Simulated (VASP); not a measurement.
# BaF2 (Fm-3m) in VASP: further runs, part 2 of 2

VASP 6.6.1. Earlier steps stand in the parts before.

### Step 3. Relaxation of cell and atoms, PBE

This run uses another cell than the first one, of 18.94 Å³/atom.

INCAR reads:

```
  PREC = Accurate
  ENCUT = 600
  EDIFF = 1E-7
  ISMEAR = -1
  SIGMA = 0.02
  LREAL = F
  LASPH = T
  NELM = 120
  ALGO = Normal
  ISIF = 3
  LWAVE = F
  LCHARG = F
  GGA = PE
  IBRION = 2
  NSW = 80
  EDIFFG = -0.005
  GGA_COMPAT = F
  NELMIN = 4
```

KPOINTS reads:

```
regular mesh
0
Gamma
  6 6 6
```

POSCAR reads:

```
BaF2
1.0
    0.0000000000      3.0513796400      3.0513796400
    3.0513796400      0.0000000000      3.0513796400
    3.0513796400      3.0513796400      0.0000000000
Ba F
1 2
Direct
    0.0000000000      0.0000000000      0.0000000000
    0.7500000000      0.7500000000      0.7500000000
    0.2500000000      0.2500000000      0.2500000000
```

Potentials or basis: VASP PAW PBE potentials, release 64 (Ba_sv, F).

Command:

```bash
cat potpaw_PBE.64/Ba_sv/POTCAR potpaw_PBE.64/F/POTCAR > POTCAR
mpirun -np 1 vasp_std > vasp.out
```

OUTCAR:

```text
PREC = Accurate
   ENCUT = 600
   EDIFF = 1E-7
   ISMEAR = -1
   LREAL = F
   LASPH = T
   NELM = 120
   ISIF = 3
   GGA = PE
   IBRION = 2
   NSW = 80
   EDIFFG = -0.005
   NELMIN = 4

 ion  position               nearest neighbor table
   1  0.000  0.000  0.000-   2 2.64   2 2.64   2 2.64   3 2.64   3 2.64   3 2.64   3 2.64   2 2.64

   2  0.750  0.750  0.750-   1 2.64   1 2.64   1 2.64   1 2.64
   3  0.250  0.250  0.250-   1 2.64   1 2.64   1 2.64   1 2.64

  LATTYP: Found a face centered cubic cell.
 ALAT       =     6.1027592800

  Lattice vectors:

 A1 = (   0.0000000000,   3.0513796400,   3.0513796400)
 A2 = (   3.0513796400,   0.0000000000,   3.0513796400)
 A3 = (   3.0513796400,   3.0513796400,   0.0000000000)

Analysis of symmetry for initial positions (statically):
=====================================================================
 Subroutine PRICEL returns:
 Original cell was already a primitive cell.

 Routine SETGRP: Setting up the symmetry group for a
 face centered cubic supercell.

 Subroutine GETGRP returns: Found 48 space group operations
 (whereof 48 operations were pure point group operations)
 out of a pool of 48 trial point group operations.

The static configuration has the point symmetry O_h .

Analysis of symmetry for dynamics (positions and initial velocities):
=====================================================================
 Subroutine PRICEL returns:
 Original cell was already a primitive cell.

 Routine SETGRP: Setting up the symmetry group for a
 face centered cubic supercell.

 Subroutine GETGRP returns: Found 48 space group operations
 (whereof 48 operations were pure point group operations)
 out of a pool of 48 trial point group operations.

The dynamic configuration has the point symmetry O_h .

 Subroutine INISYM returns: Found 48 space group operations
 (whereof 48 operations are pure point group operations),
 and found     1 'primitive' translations

----------------------------------------------------------------------------------------

                                     Primitive cell

  volume of cell :      56.8223

  direct lattice vectors                    reciprocal lattice vectors
     0.000000000  3.051379640  3.051379640    -0.163860305  0.163860305  0.163860305
     3.051379640  0.000000000  3.051379640     0.163860305 -0.163860305  0.163860305
     3.051379640  3.051379640  0.000000000     0.163860305  0.163860305 -0.163860305

  length of vectors
     4.315302471  4.315302471  4.315302471     0.283814374  0.283814374  0.283814374

  position of ions in fractional coordinates (direct lattice)
     0.000000000  0.000000000  0.000000000
     0.750000000  0.750000000  0.750000000
     0.250000000  0.250000000  0.250000000

  ion indices of the primitive-cell ions
   primitive index   ion index
                 1           1
                 2           2
                 3           3

----------------------------------------------------------------------------------------

 KPOINTS: regular mesh

Automatic generation of k-mesh.
 Grid dimensions read from file:
 generate k-points for:    6    6    6

 Generating k-lattice:

  Cartesian coordinates                     Fractional coordinates (reciprocal lattice)
    -0.027310051  0.027310051  0.027310051     0.166666667  0.000000000  0.000000000
     0.027310051 -0.027310051  0.027310051     0.000000000  0.166666667  0.000000000
     0.027310051  0.027310051 -0.027310051     0.000000000  0.000000000  0.166666667

  Length of vectors
     0.047302396  0.047302396  0.047302396

  Shift w.r.t. Gamma in fractional coordinates (k-lattice)
     0.000000000  0.000000000  0.000000000

 Subroutine IBZKPT returns following result:
 ===========================================

 Found     16 irreducible k-points:

 Following reciprocal coordinates:
            Coordinates               Weight
  0.000000  0.000000  0.000000      1.000000
  0.166667  0.000000  0.000000      8.000000
  0.333333  0.000000  0.000000      8.000000
  0.500000  0.000000  0.000000      4.000000
  0.166667  0.166667  0.000000      6.000000
  0.333333  0.166667  0.000000     24.000000
[... 8 lines left out ...]
 -0.333333  0.333333  0.166667     24.000000
 -0.333333  0.500000  0.166667     12.000000
   k-points           NKPTS =     16   k-points in BZ     NKDIM =     16   number of bands    NBANDS=     16
   number of dos      NEDOS =    301   number of ions     NIONS =      3
   total plane-waves  NPLWV =  46656
   dimension x,y,z NGX =    36 NGY =   36 NGZ =   36
   dimension x,y,z NGXF=    72 NGYF=   72 NGZF=   72
   ions per type =               1   2
   NGX,Y,Z   is equivalent  to a cutoff of  13.87, 13.87, 13.87 a.u.
   NGXF,Y,Z  is equivalent  to a cutoff of  27.74, 27.74, 27.74 a.u.
 SYSTEM =  unknown system
   PREC   = accura    normal or accurate (medium, high low for compatibility)
   ISTART =      0    job   : 0-new  1-cont  2-samecut
   ICHARG =      2    charge: 1-file 2-atom 10-const
   ISPIN  =      1    spin polarized calculation?
   LNONCOLLINEAR =      F non collinear calculations
   LSORBIT =      F    spin-orbit coupling
   LASPH  =      T    aspherical Exc in radial PAW
   ENCUT  =  600.0 eV  44.10 Ry    6.64 a.u.   8.62  8.62  8.62*2*pi/ulx,y,z
   NELM   =    120;   NELMIN=  4; NELMDL= -5     # of ELM steps
   EDIFF  = 0.1E-06   stopping-criterion for ELM
   LREAL  =      F    real-space projection
   EDIFFG = -.5E-02   stopping-criterion for IOM
   NSW    =     80    number of steps for IOM
   IBRION =      2    ionic relax: 0-MD 1-quasi-New 2-CG
   NFREE  =      1    steps in history (QN), initial steepest desc. (CG)
   ISIF   =      3    stress and relaxation
   ISYM   =      2    0-nonsym 1-usesym 2-fastsym
   POTIM  = 0.5000    time-step for ionic-motion
   TEBEG  =    0.0;   TEEND  =   0.0 temperature during run
   PSTRESS=    0.0 pullay stress
   NELECT =      24.0000    total number of electrons
   NUPDOWN=      -1.0000    fix difference up-down
   EMIN   =  10.00;   EMAX   =-10.00  energy-range for DOS
   EFERMI =   0.00;   METHOD = LEGACY
   ISMEAR =    -1;   SIGMA  =   0.02  broadening in eV -4-tet -1-fermi 0-gaus
   EFERMI_NEDOS =   21; number of points for ismear=-14 and -15
   IALGO  =     38    algorithm
   IMIX   =      4    mixing-type and parameters
     AMIX     =   0.40;   BMIX     =  1.00
     AMIX_MAG =   1.60;   BMIX_MAG =  1.00
  volume/ion in A,a.u.               =      18.94       127.82
  Fermi-wavevector in a.u.,A,eV,Ry     =   1.228303  2.321157 20.527509  1.508729
  Thomas-Fermi vector in A             =   2.363234
   LORBIT       =      0    0 simple, 1 ext, 2 COOP (PROOUT), +10 PAW based schemes
   GGA     = PE    functional components
   LHFCALC =     F    Hartree Fock is set to
   AEXX    =    0.0000 exact exchange contribution
   IVDW    =     0    specifies the selected vdW correction
   LEPSILON=     F    determine dielectric tensor
   LRPA    =     F    only Hartree local field effects (RPA)
 conjugate gradient relaxation of ions
 non-spin polarized calculation
  energy-cutoff  :      600.00
  volume of cell :       56.82
 maximum number of plane-waves:      1917
 NGX is ok and might be reduce to    36
   NGX = 17   NGY = 17   NGZ = 17

--------------------------------------- Ionic step        1  -------------------------------------------

 number of electron      23.9999988 magnetization

 Free energy of the ion-electron system (eV)
  ---------------------------------------------------
  ext. energy  EPLUGINS =         0.00000000
  ---------------------------------------------------
  free energy    TOTEN  =       -17.04009773 eV

  energy without entropy =      -17.04009773  energy(sigma->0) =      -17.04009773

------------------------ aborting loop because EDIFF is reached ----------------------------------------

  FORCE on cell =-STRESS in cart. coord.  units (eV):
  Direction    XX          YY          ZZ          XY          YZ          ZX
  --------------------------------------------------------------------------------------
  -------------------------------------------------------------------------------------
  Total        2.0252034      2.0252034      2.0252034      0.0000000      0.0000000      0.0000000
  in kB       57.1032063     57.1032063     57.1032063      0.0000000      0.0000000      0.0000000
  external PRESSURE =      57.1032063 kB  Pullay stress =       0.0000000 kB
[... 59 lines left out ...]
  energy  without entropy=      -17.1241054831  energy(sigma->0) =      -17.12410548

--------------------------------------- Ionic step        3  -------------------------------------------

 number of electron      24.0000018 magnetization

 Free energy of the ion-electron system (eV)
  ---------------------------------------------------
  ext. energy  EPLUGINS =         0.00000000
  ---------------------------------------------------
  free energy    TOTEN  =       -17.12491576 eV

  energy without entropy =      -17.12491576  energy(sigma->0) =      -17.12491576

 E-fermi :  -1.7545     XC(G=0):  -8.5213

 val. band max:       -2.2334900701   @ k =  -0.1667   0.1667   0.0000
 cond. band min:       4.3643719417   @ k =   0.0000   0.0000   0.0000
 fundamental gap:      6.5978620118
 Fermi energy:        -1.7545118756

 k-point     1 :       0.0000    0.0000    0.0000
  band No.  band energies     occupation
      1     -25.4373      2.00000
      2     -21.1004      2.00000
      3     -21.0976      2.00000
      4     -10.3247      2.00000
      5     -10.3247      2.00000
      6     -10.3247      2.00000
[... 8 lines left out ...]
     15       6.8046      0.00000
     16       8.8463      0.00000
[... 313 lines left out ...]
  FREE ENERGIE OF THE ION-ELECTRON SYSTEM (eV)
  ---------------------------------------------------
  free  energy   TOTEN  =       -17.1249157597 eV

  energy  without entropy=      -17.1249157597  energy(sigma->0) =      -17.12491576

 reached required accuracy - stopping structural energy minimisation
```

CONTCAR:

```text
BaF2
   1.00000000000000
     0.0000000000000000    3.1411298243645409    3.1411298243645409
     3.1411298243645409    0.0000000000000000    3.1411298243645409
     3.1411298243645409    3.1411298243645409    0.0000000000000000
  Ba              F
     1     2
Direct
     0.0000000000000000    0.0000000000000000    0.0000000000000000
     0.7500000000000000    0.7500000000000000    0.7500000000000000
     0.2500000000000000    0.2500000000000000    0.2500000000000000

  0.00000000E+00  0.00000000E+00  0.00000000E+00
  0.00000000E+00  0.00000000E+00  0.00000000E+00
  0.00000000E+00  0.00000000E+00  0.00000000E+00
```

Run time: 30 s. Hardware: 1 thread of Intel Xeon 6975P-C (Granite Rapids), shared host; peak memory 0.21 GiB.

Results:

```
Free energy                           : -17.1249 eV
Relaxed volume                        : 20.66 Å³/atom
Relaxed cell                          : a = 4.442 Å, b = 4.442 Å, c = 4.442 Å, α = 60.00°, β = 60.00°, γ = 60.00°
Space group after relaxing (to 0.1 Å) : Fm-3m (No. 225)
Energy gained by relaxing             : 28.3 meV/atom
Ionic steps                           : 3
Pressure after relaxing               : 0.0 GPa
Band gap on the k mesh                : 6.60 eV (least direct gap 6.65 eV)
```

The path:
| step | energy change (eV) | largest force (eV/Å) | pressure (GPa) | volume (Å³) |
| --- | --- | --- | --- | --- |
| 1 | 0.0000 | 0.0000 | 5.71 | 56.82 |
| 2 | -0.0840 | 0.0000 | -0.46 | 62.56 |
| 3 | -0.0848 | 0.0000 | 0.01 | 61.99 |

Final structure:
```
Ba F
1.0
     0.00000    3.14113    3.14113
     3.14113    0.00000    3.14113
     3.14113    3.14113    0.00000
Ba F
1 2
Direct
  0.00000 0.00000 0.00000
  0.75000 0.75000 0.75000
  0.25000 0.25000 0.25000
```

Caveat: spin-orbit coupling is left out, which moves the levels of the heavy elements. A k mesh can miss the band edges.

### Step 4. Relaxation of cell and atoms, PBEsol

This run uses another cell than the first one, of 20.30 Å³/atom.

INCAR reads:

```
ALGO = Normal
EDIFF = 1E-7
EDIFFG = -0.005
ENCUT = 600
GGA = PS
GGA_COMPAT = False
IBRION = 2
ISIF = 3
ISMEAR = -1
LASPH = True
LCHARG = False
LREAL = False
LWAVE = False
NELM = 120
NELMIN = 4
NSW = 80
PREC = Accurate
SIGMA = 0.02
```

KPOINTS reads:

```
k-points
0
Gamma
  6 6 6
```

POSCAR reads:

```
BaF2
1.0
    0.0000000000      3.1229292362      3.1229292362
    3.1229292362      0.0000000000      3.1229292362
    3.1229292362      3.1229292362      0.0000000000
Ba F
1 2
Direct
    0.0000000000      0.0000000000      0.0000000000
    0.7500000000      0.7500000000      0.7500000000
    0.2500000000      0.2500000000      0.2500000000
```

Potentials or basis: VASP PAW PBE potentials, release 64 (Ba_sv, F).

Command:

```bash
cat potpaw_PBE.64/Ba_sv/POTCAR potpaw_PBE.64/F/POTCAR > POTCAR
mpirun -np 1 vasp_std > vasp.out
```

OUTCAR:

```text
EDIFF = 1E-7
   EDIFFG = -0.005
   ENCUT = 600
   GGA = PS
   IBRION = 2
   ISIF = 3
   ISMEAR = -1
   LASPH = True
   LREAL = False
   NELM = 120
   NELMIN = 4
   NSW = 80
   PREC = Accurate

 ion  position               nearest neighbor table
   1  0.000  0.000  0.000-   2 2.70   2 2.70   2 2.70   2 2.70   3 2.70   3 2.70   3 2.70   3 2.70

   2  0.750  0.750  0.750-   1 2.70   1 2.70   1 2.70   1 2.70
   3  0.250  0.250  0.250-   1 2.70   1 2.70   1 2.70   1 2.70

  LATTYP: Found a face centered cubic cell.
 ALAT       =     6.2458584724

  Lattice vectors:

 A1 = (   0.0000000000,   3.1229292362,   3.1229292362)
 A2 = (   3.1229292362,   0.0000000000,   3.1229292362)
 A3 = (   3.1229292362,   3.1229292362,   0.0000000000)

Analysis of symmetry for initial positions (statically):
=====================================================================
 Subroutine PRICEL returns:
 Original cell was already a primitive cell.

 Routine SETGRP: Setting up the symmetry group for a
 face centered cubic supercell.

 Subroutine GETGRP returns: Found 48 space group operations
 (whereof 48 operations were pure point group operations)
 out of a pool of 48 trial point group operations.

The static configuration has the point symmetry O_h .
[... 143 lines left out ...]

--------------------------------------- Ionic step        1  -------------------------------------------

 number of electron      24.0000013 magnetization

 Free energy of the ion-electron system (eV)
  ---------------------------------------------------
  ext. energy  EPLUGINS =         0.00000000
  ---------------------------------------------------
  free energy    TOTEN  =       -17.63609330 eV

  energy without entropy =      -17.63609330  energy(sigma->0) =      -17.63609330

------------------------ aborting loop because EDIFF is reached ----------------------------------------

  FORCE on cell =-STRESS in cart. coord.  units (eV):
  Direction    XX          YY          ZZ          XY          YZ          ZX
  --------------------------------------------------------------------------------------
  -------------------------------------------------------------------------------------
  Total       -0.7292434     -0.7292434     -0.7292434     -0.0000000      0.0000000      0.0000000
  in kB      -19.1807980    -19.1807980    -19.1807980     -0.0000000      0.0000000      0.0000000
  external PRESSURE =     -19.1807980 kB  Pullay stress =       0.0000000 kB
[... 61 lines left out ...]
--------------------------------------- Ionic step        3  -------------------------------------------

 number of electron      23.9999996 magnetization

 Free energy of the ion-electron system (eV)
  ---------------------------------------------------
  ext. energy  EPLUGINS =         0.00000000
  ---------------------------------------------------
  free energy    TOTEN  =       -17.64862701 eV

  energy without entropy =      -17.64862701  energy(sigma->0) =      -17.64862701

 E-fermi :  -1.6258     XC(G=0):  -8.9693

 val. band max:       -2.1579993096   @ k =  -0.1667   0.1667   0.0000
 cond. band min:       4.5351875906   @ k =   0.0000   0.0000   0.0000
 fundamental gap:      6.6931869002
 Fermi energy:        -1.6257982243

 k-point     1 :       0.0000    0.0000    0.0000
  band No.  band energies     occupation
      1     -25.1910      2.00000
      2     -20.9695      2.00000
      3     -20.9114      2.00000
      4     -10.0027      2.00000
      5     -10.0027      2.00000
      6     -10.0027      2.00000
[... 323 lines left out ...]
  FREE ENERGIE OF THE ION-ELECTRON SYSTEM (eV)
  ---------------------------------------------------
  free  energy   TOTEN  =       -17.6486270075 eV

  energy  without entropy=      -17.6486270075  energy(sigma->0) =      -17.64862701

 reached required accuracy - stopping structural energy minimisation
```

OSZICAR:

```text
N       E                     dE             d eps       ncg     rms          rms(c)
DAV:   1     0.169305579918E+03    0.16931E+03   -0.14062E+04   512   0.155E+03
DAV:   2    -0.118124875628E+02   -0.18112E+03   -0.17616E+03   664   0.309E+02
DAV:   3    -0.190523344541E+02   -0.72398E+01   -0.72310E+01   672   0.716E+01
[... 27 lines left out ...]
DAV:   4    -0.176486278433E+02    0.83185E-05   -0.44310E-05   776   0.448E-02    0.516E-03
DAV:   5    -0.176486276387E+02    0.20455E-06   -0.11817E-06   552   0.941E-03    0.288E-03
DAV:   6    -0.176486268426E+02    0.79610E-06   -0.42329E-07   568   0.592E-03    0.103E-03
DAV:   7    -0.176486269600E+02   -0.11737E-06   -0.33547E-08   360   0.154E-03    0.454E-04
DAV:   8    -0.176486270075E+02   -0.47524E-07   -0.16364E-08   384   0.957E-04
   3 F= -.17648627E+02 E0= -.17648627E+02  d E =-.125337E-01
```

Run time: 30 s. Hardware: 1 thread of Intel Xeon 6975P-C (Granite Rapids), shared host; peak memory 0.2 GiB.

What came out:

```yaml
Free_energy: -17.6486 eV
Relaxed_volume: 19.63 Å³/atom
Relaxed_cell: a = 4.367 Å, b = 4.367 Å, c = 4.367 Å, α = 60.00°, β = 60.00°, γ = 60.00°
Space_group_after_relaxing_to_0.1_Å: Fm-3m (No. 225)
Energy_gained_by_relaxing: 4.2 meV/atom
Ionic_steps: 3
Pressure_after_relaxing: 0.0 GPa
Band_gap_on_the_k_mesh: 6.69 eV (least direct gap 6.76 eV)
```

The path:
```
step  energy change (eV)  largest force (eV/Å)  pressure (GPa)  volume (Å³)
   1              0.0000                0.0000           -1.92        60.91
   2             -0.0125                0.0000            0.09        58.80
   3             -0.0125                0.0000            0.00        58.88
```

Final structure:
```
CELL_PARAMETERS angstrom
0.00000 3.08775 3.08775
3.08775 0.00000 3.08775
3.08775 3.08775 0.00000
ATOMIC_POSITIONS crystal
Ba 0.00000 0.00000 0.00000
F 0.75000 0.75000 0.75000
F 0.25000 0.25000 0.25000
```

Caveat: the PAW data sets were made with another functional, which shifts forces and pressure a little; spin-orbit coupling is left out, which moves the levels of the heavy elements.

### Step 5. The runs side by side

| task | level | cell | cutoff (eV) | gap on the mesh (eV) | pressure (GPa) | relaxed volume (Å³/atom) |
| --- | --- | --- | --- | --- | --- | --- |
| single point | r2SCAN | a = 4.380 Å, angles 60.0°, 3 atoms | 660 | 7.36 | 0.9 | - |
| relaxation of cell and atoms | PBE | relaxed from a = 4.315 Å, angles 60.0°, 3 atoms | 600 | 6.60 | 0.0 | 20.66 |
| relaxation of cell and atoms | PBEsol | relaxed from a = 4.416 Å, angles 60.0°, 3 atoms | 600 | 6.69 | 0.0 | 19.63 |

Alike in all rows: potentials or basis VASP PAW PBE potentials, release 64 (Ba_sv, F); no spin polarisation; k mesh 6 × 6 × 6; smearing fermi-dirac 0.02 eV.

Caveats: spin-orbit coupling is left out, which moves the levels of the heavy elements; the PAW data sets were made with another functional, which shifts forces and pressure a little (at least some runs).

Absolute energies hang on the potentials; compare differences alone.
